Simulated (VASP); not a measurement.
# Co (Pm-3m) in VASP: further runs

The runs below take Co through single point, relaxation of cell and atoms, with PBE.

Program: VASP 6.6.1. These are calculated values, not measurements. Logs are shortened: lines on timing, memory, paths and dates and some standing lists are left out, and cuts for length are marked.

## Step 1: The cell of the first run

Symmetry: Pm-3m, No. 221, cubic system. Conventional cell: a = 1.912 Å, b = 1.912 Å, c = 1.912 Å, α = 90.00°, β = 90.00°, γ = 90.00°. Co (site symmetry m-3m) has 6 Co at 1.91 Å within 2.5 Å.

This isn't the form of Co at room conditions, which is hcp.

## Step 2: Single point, PBE, collinear spin, ferromagnetic start

INCAR reads:

```
SYSTEM = Co
ALGO     = Normal         ! electronic algorithm
EDIFF    = 1E-6           ! SCF threshold, eV
ENCUT    = 520            ! plane-wave cutoff, eV
GGA      = PE             ! functional
ISIF     = 2              ! what is computed and relaxed
ISMEAR   = -1             ! smearing method
ISPIN    = 2              ! spin polarisation
LASPH    = .True.         ! aspherical terms in the spheres
LCHARG   = .True.         ! write CHGCAR
LELF     = .True.         ! ELF
LMAXMIX  = 4              ! l up to which the mixer works
LORBIT   = 11             ! projections on sites
LREAL    = .False.        ! projectors in reciprocal space
LVHAR    = .True.       
LWAVE    = .False.        ! write WAVECAR
MAGMOM   = 1.7            ! initial moments
NBANDS   = 14             ! bands
NELM     = 150            ! most SCF steps
PREC     = Accurate       ! precision mode
SIGMA    = 0.08           ! smearing width, eV
```

KPOINTS reads:

```
k-points
0
Gamma
  20 20 20
  0 0 0
```

POSCAR reads:

```
Co
1.0
    1.9116175429      0.0000000000      0.0000000000
    0.0000000000      1.9116175429      0.0000000000
    0.0000000000      0.0000000000      1.9116175429
Co
1
Direct
    0.0000000000      0.0000000000      0.0000000000
```

Potentials or basis: VASP PAW PBE potentials, release 64 (Co).

Run with:

```bash
cat potpaw_PBE.64/Co/POTCAR > POTCAR
mpirun -np 1 vasp_std > vasp.out
```

OUTCAR:

```text
SYSTEM = Co
   EDIFF = 1E-6
   ENCUT = 520
   GGA = PE
   ISIF = 2
   ISMEAR = -1
   ISPIN = 2
   LASPH = .True.
   LORBIT = 11
   LREAL = .False.
   NELM = 150
   PREC = Accurate

 ion  position               nearest neighbor table
   1  0.000  0.000  0.000-

  LATTYP: Found a simple cubic cell.
 ALAT       =     1.9116175429

  Lattice vectors:

 A1 = (   1.9116175429,   0.0000000000,   0.0000000000)
 A2 = (   0.0000000000,   1.9116175429,   0.0000000000)
 A3 = (   0.0000000000,   0.0000000000,   1.9116175429)

Analysis of symmetry for initial positions (statically):
=====================================================================
 Subroutine PRICEL returns:
 Original cell was already a primitive cell.

 Routine SETGRP: Setting up the symmetry group for a
 simple cubic supercell.

 Subroutine GETGRP returns: Found 48 space group operations
 (whereof 48 operations were pure point group operations)
 out of a pool of 48 trial point group operations.

The static configuration has the point symmetry O_h .

Analysis of symmetry for dynamics (positions and initial velocities):
=====================================================================
 Subroutine PRICEL returns:
 Original cell was already a primitive cell.

 Routine SETGRP: Setting up the symmetry group for a
 simple cubic supercell.

 Subroutine GETGRP returns: Found 48 space group operations
 (whereof 48 operations were pure point group operations)
 out of a pool of 48 trial point group operations.

The dynamic configuration has the point symmetry O_h .

Analysis of structural, dynamic, and magnetic symmetry:
=====================================================================
 Subroutine PRICEL returns:
 Original cell was already a primitive cell.

 Routine SETGRP: Setting up the symmetry group for a
 simple cubic supercell.

 Subroutine GETGRP returns: Found 48 space group operations
 (whereof 48 operations were pure point group operations)
 out of a pool of 48 trial point group operations.

The overall configuration has the point symmetry O_h .

 Subroutine INISYM returns: Found 48 space group operations
 (whereof 48 operations are pure point group operations),
 and found     1 'primitive' translations

----------------------------------------------------------------------------------------

                                     Primitive cell

  volume of cell :       6.9856

  direct lattice vectors                    reciprocal lattice vectors
     1.911617543  0.000000000  0.000000000     0.523117191  0.000000000  0.000000000
[... 116 lines left out ...]
  energy-cutoff  :      520.00
  volume of cell :        6.99
 maximum number of plane-waves:       197
   NGX =  7   NGY =  7   NGZ =  7

 number of electron       9.0000011 magnetization       0.0012816

 number of electron       9.0000011 magnetization      -0.0002180

 Free energy of the ion-electron system (eV)
  ---------------------------------------------------
  ext. energy  EPLUGINS =         0.00000000
  ---------------------------------------------------
  free energy    TOTEN  =        -3.04830811 eV

  energy without entropy =       -3.02060624  energy(sigma->0) =       -3.03445717

 E-fermi :  18.9040     XC(G=0): -16.0850

 val. band max:       18.8863391518   @ k =   0.2000   0.1500   0.0000
 cond. band min:      18.9049370093   @ k =   0.4000   0.1500   0.1500
 fundamental gap:      0.0185978575
 Fermi energy:        18.9039827912

 spin component 1

 k-point     1 :       0.0000    0.0000    0.0000
  band No.  band energies     occupation
      1       6.8807      1.00000
      2      11.4226      1.00000
      3      11.4226      1.00000
      4      19.9597      0.00000
      5      19.9597      0.00000
      6      19.9597      0.00000
      7      46.5444      0.00000
      8      46.5444      0.00000
      9      46.5444      0.00000
     10      52.9898      0.00000
     11      52.9898      0.00000
     12      56.0424      0.00000
     13      61.3193      0.00000
     14      72.7607      0.00000
[... 379 lines left out ...]
      3      13.0580      1.00000
      4      18.5221      0.99162
      5      18.8574      0.64146
      6      19.7537      0.00002
      7      37.9576      0.00000
      8      44.7325      0.00000
      9      49.8079      0.00000
     10      52.6588      0.00000
     11      56.6909      0.00000
     12      59.3782      0.00000
     13      65.6956      0.00000
     14      69.3841      0.00000

 [... further k-points ...]

 spin component 2

 k-point     1 :       0.0000    0.0000    0.0000
  band No.  band energies     occupation
      1       6.8806      1.00000
      2      11.4225      1.00000
      3      11.4225      1.00000
      4      19.9594      0.00000
      5      19.9594      0.00000
      6      19.9594      0.00000
      7      46.5444      0.00000
      8      46.5444      0.00000
      9      46.5444      0.00000
     10      52.9898      0.00000
     11      52.9898      0.00000
     12      56.0420      0.00000
     13      61.3192      0.00000
     14      72.7606      0.00000
[... 379 lines left out ...]
      3      13.0579      1.00000
      4      18.5218      0.99165
      5      18.8572      0.64229
      6      19.7534      0.00002
      7      37.9575      0.00000
      8      44.7325      0.00000
      9      49.8078      0.00000
     10      52.6589      0.00000
     11      56.6904      0.00000
     12      59.3782      0.00000
     13      65.6956      0.00000
     14      69.3840      0.00000

 [... further k-points ...]
[... 5 lines left out ...]
  --------------------------------------------------------------------------------------
  -------------------------------------------------------------------------------------
  Total       13.8120272     13.8120272     13.8120272      0.0000000      0.0000000     -0.0000000
  in kB     3167.8527517   3167.8527517   3167.8527517      0.0000000      0.0000000     -0.0000000
  external PRESSURE =    3167.8527517 kB  Pullay stress =       0.0000000 kB

 VOLUME and BASIS-vectors are now :
 -----------------------------------------------------------------------------
  energy-cutoff  :      520.00
  volume of cell :        6.99
      direct lattice vectors                 reciprocal lattice vectors
     1.911617543  0.000000000  0.000000000     0.523117191  0.000000000  0.000000000
     0.000000000  1.911617543  0.000000000     0.000000000  0.523117191  0.000000000
     0.000000000  0.000000000  1.911617543     0.000000000  0.000000000  0.523117191

 POSITION                                       TOTAL-FORCE (eV/Angst)
 -----------------------------------------------------------------------------------
      0.00000      0.00000      0.00000         0.000000      0.000000      0.000000
 -----------------------------------------------------------------------------------
    total drift:                                0.000000     -0.000000     -0.000000

  FREE ENERGIE OF THE ION-ELECTRON SYSTEM (eV)
  ---------------------------------------------------
  free  energy   TOTEN  =        -3.0483081103 eV

  energy  without entropy=       -3.0206062360  energy(sigma->0) =       -3.03445717

 total charge

# of ion       s       p       d       tot
------------------------------------------
    1        0.775   0.932   8.068   9.775

 magnetization (x)

# of ion       s       p       d       tot
------------------------------------------
    1       -0.000   0.000  -0.000  -0.000
```

It took 19 s on 1 thread of AMD EPYC 9R45 (Zen 5), shared host; peak memory 0.12 GiB.

Results:

| Quantity | Value |
| --- | --- |
| Free energy | -3.0483 eV |
| Pressure | 316.8 GPa |
| Net moment | 0.00 μB per cell |

Levels at points of the mesh, in eV from the Fermi level:
Spin up:
```
           k point  band 3  band 4  band 5  band 6  band 7  band 8
(0.00, 0.00, 0.00)   -7.48    1.06    1.06    1.06   27.64   27.64
(0.50, 0.00, 0.00)   -2.62   -1.95   -1.95    1.33    9.37   28.83
(0.50, 0.50, 0.00)   -1.29   -1.29    2.95    8.09    8.09   16.28
(0.50, 0.50, 0.50)   -7.21    3.11    3.11   13.52   20.69   20.69
```
Spin down:
```
           k point  band 1  band 2  band 3  band 4  band 5  band 6  band 7  band 8  band 9  band 10
(0.00, 0.00, 0.00)  -12.02   -7.48   -7.48    1.06    1.06    1.06   27.64   27.64   27.64    34.09
(0.50, 0.00, 0.00)   -6.38   -6.31   -2.62   -1.95   -1.95    1.33    9.37   28.83   36.27    37.73
(0.50, 0.50, 0.00)   -9.73   -4.91   -1.29   -1.29    2.95    8.09    8.09   16.28   23.62    38.05
(0.50, 0.50, 0.50)   -7.21   -7.21   -7.21    3.11    3.11   13.52   20.69   20.69   20.69    25.08
```

Caveat: atoms lie so close that the PAW spheres overlap strongly, which falsifies energies and pressures; the cell stands under pressure.

## Step 3: Single point, PBE, collinear spin, ferromagnetic start

INCAR reads:

```
PREC = Accurate ; ENCUT = 520
EDIFF = 1E-6 ; ISMEAR = -1
SIGMA = 0.08 ; LREAL = F
LASPH = T ; NELM = 150
ALGO = Normal ; ISIF = 2
LWAVE = F ; LCHARG = F
ISPIN = 2 ; MAGMOM = 1.7
LORBIT = 11 ; LMAXMIX = 4
GGA = PE ; NBANDS = 14
```

KPOINTS reads:

```
regular mesh
0
Gamma
  20 20 20
```

POSCAR reads:

```
Co
1.0
    1.9111481340      0.0000000000      0.0000000000
    0.0000000000      1.9111481340      0.0000000000
    0.0000000000      0.0000000000      1.9111481340
Co
1
Direct
    0.0000000000      0.0000000000      0.0000000000
```

Potentials or basis: VASP PAW PBE potentials, release 64 (Co).

Run with:

```bash
cat potpaw_PBE.64/Co/POTCAR > POTCAR
mpirun -np 1 vasp_std > vasp.out
```

OUTCAR:

```text
PREC = Accurate
   ENCUT = 520
   EDIFF = 1E-6
   ISMEAR = -1
   LREAL = F
   LASPH = T
   NELM = 150
   ISIF = 2
   ISPIN = 2
   LORBIT = 11
   GGA = PE

 ion  position               nearest neighbor table
   1  0.000  0.000  0.000-

  LATTYP: Found a simple cubic cell.
 ALAT       =     1.9111481340

  Lattice vectors:

 A1 = (   1.9111481340,   0.0000000000,   0.0000000000)
 A2 = (   0.0000000000,   1.9111481340,   0.0000000000)
 A3 = (   0.0000000000,   0.0000000000,   1.9111481340)

Analysis of symmetry for initial positions (statically):
=====================================================================
 Subroutine PRICEL returns:
 Original cell was already a primitive cell.

 Routine SETGRP: Setting up the symmetry group for a
 simple cubic supercell.

 Subroutine GETGRP returns: Found 48 space group operations
 (whereof 48 operations were pure point group operations)
 out of a pool of 48 trial point group operations.

The static configuration has the point symmetry O_h .

Analysis of symmetry for dynamics (positions and initial velocities):
=====================================================================
 Subroutine PRICEL returns:
 Original cell was already a primitive cell.

 Routine SETGRP: Setting up the symmetry group for a
 simple cubic supercell.

 Subroutine GETGRP returns: Found 48 space group operations
 (whereof 48 operations were pure point group operations)
 out of a pool of 48 trial point group operations.

The dynamic configuration has the point symmetry O_h .

Analysis of structural, dynamic, and magnetic symmetry:
=====================================================================
 Subroutine PRICEL returns:
 Original cell was already a primitive cell.

 Routine SETGRP: Setting up the symmetry group for a
 simple cubic supercell.

 Subroutine GETGRP returns: Found 48 space group operations
 (whereof 48 operations were pure point group operations)
 out of a pool of 48 trial point group operations.

The overall configuration has the point symmetry O_h .

 Subroutine INISYM returns: Found 48 space group operations
 (whereof 48 operations are pure point group operations),
 and found     1 'primitive' translations

[... 156 lines left out ...]
      5      19.9786      0.00000
      6      19.9786      0.00000
      7      46.5734      0.00000
      8      46.5734      0.00000
      9      46.5734      0.00000
     10      53.0237      0.00000
     11      53.0237      0.00000
     12      56.0615      0.00000
     13      61.3546      0.00000
     14      72.7961      0.00000
[... 379 lines left out ...]
      3      13.0703      1.00000
      4      18.5393      0.99168
      5      18.8750      0.64213
      6      19.7723      0.00002
      7      37.9849      0.00000
      8      44.7617      0.00000
      9      49.8388      0.00000
     10      52.6887      0.00000
     11      56.7083      0.00000
     12      59.4119      0.00000
     13      65.7325      0.00000
     14      69.4236      0.00000

 [... further k-points ...]

 spin component 2

 k-point     1 :       0.0000    0.0000    0.0000
  band No.  band energies     occupation
      1       6.8929      1.00000
      2      11.4329      1.00000
      3      11.4329      1.00000
      4      19.9783      0.00000
      5      19.9783      0.00000
      6      19.9783      0.00000
      7      46.5733      0.00000
      8      46.5733      0.00000
      9      46.5733      0.00000
     10      53.0237      0.00000
     11      53.0237      0.00000
     12      56.0611      0.00000
     13      61.3546      0.00000
     14      72.7960      0.00000
[... 379 lines left out ...]
      3      13.0702      1.00000
      4      18.5390      0.99171
      5      18.8747      0.64294
      6      19.7720      0.00002
      7      37.9848      0.00000
      8      44.7617      0.00000
      9      49.8387      0.00000
     10      52.6887      0.00000
     11      56.7079      0.00000
     12      59.4119      0.00000
     13      65.7325      0.00000
     14      69.4236      0.00000

 [... further k-points ...]
[... 5 lines left out ...]
  --------------------------------------------------------------------------------------
  -------------------------------------------------------------------------------------
  Total       13.8428225     13.8428225     13.8428225      0.0000000      0.0000000     -0.0000000
  in kB     3177.2558027   3177.2558027   3177.2558027      0.0000000      0.0000000     -0.0000000
  external PRESSURE =    3177.2558027 kB  Pullay stress =       0.0000000 kB

 VOLUME and BASIS-vectors are now :
 -----------------------------------------------------------------------------
  energy-cutoff  :      520.00
  volume of cell :        6.98
      direct lattice vectors                 reciprocal lattice vectors
     1.911148134  0.000000000  0.000000000     0.523245677  0.000000000  0.000000000
     0.000000000  1.911148134  0.000000000     0.000000000  0.523245677  0.000000000
     0.000000000  0.000000000  1.911148134     0.000000000  0.000000000  0.523245677

 POSITION                                       TOTAL-FORCE (eV/Angst)
 -----------------------------------------------------------------------------------
      0.00000      0.00000      0.00000         0.000000      0.000000      0.000000
 -----------------------------------------------------------------------------------
    total drift:                                0.000000      0.000000     -0.000000

  FREE ENERGIE OF THE ION-ELECTRON SYSTEM (eV)
  ---------------------------------------------------
  free  energy   TOTEN  =        -3.0381229027 eV

  energy  without entropy=       -3.0104541600  energy(sigma->0) =       -3.02428853

 total charge

# of ion       s       p       d       tot
------------------------------------------
    1        0.775   0.933   8.070   9.778

 magnetization (x)

# of ion       s       p       d       tot
------------------------------------------
    1       -0.000   0.000  -0.000  -0.000
```

OSZICAR:

```text
N       E                     dE             d eps       ncg     rms          rms(c)
DAV:   1     0.323515104226E+02    0.32352E+02   -0.36826E+03 17260   0.846E+02
DAV:   2    -0.218415390859E+01   -0.34536E+02   -0.32515E+02 17384   0.161E+02
DAV:   3    -0.320054205565E+01   -0.10164E+01   -0.10095E+01 20174   0.280E+01
DAV:   4    -0.320477428591E+01   -0.42322E-02   -0.42317E-02 18218   0.173E+00
DAV:   5    -0.320479650937E+01   -0.22223E-04   -0.22224E-04 19916   0.122E-01    0.210E+01
DAV:   6    -0.308879413236E+01    0.11600E+00   -0.85924E-01 20546   0.113E+01    0.103E+01
DAV:   7    -0.304001342079E+01    0.48781E-01   -0.84051E-02 19436   0.334E+00    0.560E+00
DAV:   8    -0.303628768473E+01    0.37257E-02   -0.70088E-03 21438   0.704E-01    0.170E+00
DAV:   9    -0.303728618721E+01   -0.99850E-03   -0.30487E-03 20156   0.503E-01    0.269E-01
DAV:  10    -0.303794318396E+01   -0.65700E-03   -0.11526E-03 21288   0.396E-01    0.118E-01
DAV:  11    -0.303812009802E+01   -0.17691E-03   -0.21778E-04 21728   0.147E-01    0.381E-02
DAV:  12    -0.303812392539E+01   -0.38274E-05   -0.62317E-06 20518   0.264E-02    0.124E-02
DAV:  13    -0.303812282213E+01    0.11033E-05   -0.73947E-07 13642   0.110E-02    0.527E-03
DAV:  14    -0.303812290273E+01   -0.80600E-07   -0.61885E-07  9460   0.794E-03
   1 F= -.30381229E+01 E0= -.30242885E+01  d E =-.276687E-01  mag=     0.0000
```

Run time: 18 s. Hardware: 1 thread of AMD EPYC 9R45 (Zen 5), shared host; peak memory 0.12 GiB.

Results:

```
Free energy : -3.0381 eV
Pressure    : 317.7 GPa
Net moment  : 0.00 μB per cell
```

Levels at points of the mesh, in eV from the Fermi level:
Spin up:
```
           k point  band 3  band 4  band 5  band 6  band 7  band 8
(0.00, 0.00, 0.00)   -7.49    1.06    1.06    1.06   27.65   27.65
(0.50, 0.00, 0.00)   -2.63   -1.95   -1.95    1.33    9.38   28.84
(0.50, 0.50, 0.00)   -1.29   -1.29    2.95    8.09    8.09   16.28
(0.50, 0.50, 0.50)   -7.22    3.11    3.11   13.52   20.70   20.70
```
Spin down:
| k point | band 1 | band 2 | band 3 | band 4 | band 5 | band 6 | band 7 | band 8 | band 9 | band 10 |
| --- | --- | --- | --- | --- | --- | --- | --- | --- | --- | --- |
| (0.00, 0.00, 0.00) | -12.03 | -7.49 | -7.49 | 1.06 | 1.06 | 1.06 | 27.65 | 27.65 | 27.65 | 34.10 |
| (0.50, 0.00, 0.00) | -6.38 | -6.31 | -2.63 | -1.95 | -1.95 | 1.33 | 9.38 | 28.84 | 36.28 | 37.73 |
| (0.50, 0.50, 0.00) | -9.74 | -4.91 | -1.29 | -1.29 | 2.95 | 8.09 | 8.09 | 16.28 | 23.64 | 38.05 |
| (0.50, 0.50, 0.50) | -7.22 | -7.22 | -7.22 | 3.11 | 3.11 | 13.52 | 20.70 | 20.70 | 20.70 | 25.09 |

Caveat: atoms lie so close that the PAW spheres overlap strongly, which falsifies energies and pressures; the cell stands under pressure.

(Part 1 of 2 ends here.)
